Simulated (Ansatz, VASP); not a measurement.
# MoS2 in VASP and in Ansatz

```xyz
3
Lattice="3.2275 0.0000 0.0000 -1.6137 2.7951 0.0000 0.0000 0.0000 6.3125" Properties=species:S:1:pos:R:3 pbc="T T T"
Mo    0.0000    0.0000    3.1562
S     1.6137    0.9317    4.7008
S     0.0000    1.8634    1.6117
```

Alike in both runs: functional LDA; k mesh 9 × 9 × 4; occupations fermi-dirac, width 0.05 eV; no spin polarisation.

|  | VASP | Ansatz |
| --- | --- | --- |
| version | VASP 6.6.1 | Ansatz 0.2.0 |
| potentials or method | VASP PAW LDA potentials, release 64 (Mo_sv, S), cutoff 520 eV | all-electron LAPW, scalar-relativistic |
| task | single point | band structure |

|  | VASP | Ansatz | Ansatz less VASP |
| --- | --- | --- | --- |
| gap on the k mesh at the Fermi level (eV) | none | none | - |
| pressure (GPa) | -5.9 | -5.9 | -0.08 |
| traceless stress, the component that is largest in VASP (GPa) | 2.20 | 2.18 | -0.026 |
| rms of the force components (eV/Å) | 0.063 | 0.071 | +0.0088 |

LDA's correlation is that of Perdew and Zunger in VASP and of Perdew and Wang (1992) in Ansatz. Atom by atom the forces differ by 0.009 eV/Å (rms over components). A gap of «none» marks a metal or a gap that the smearing closes. Ansatz ran all-electron here, and VASP with PAW potentials.
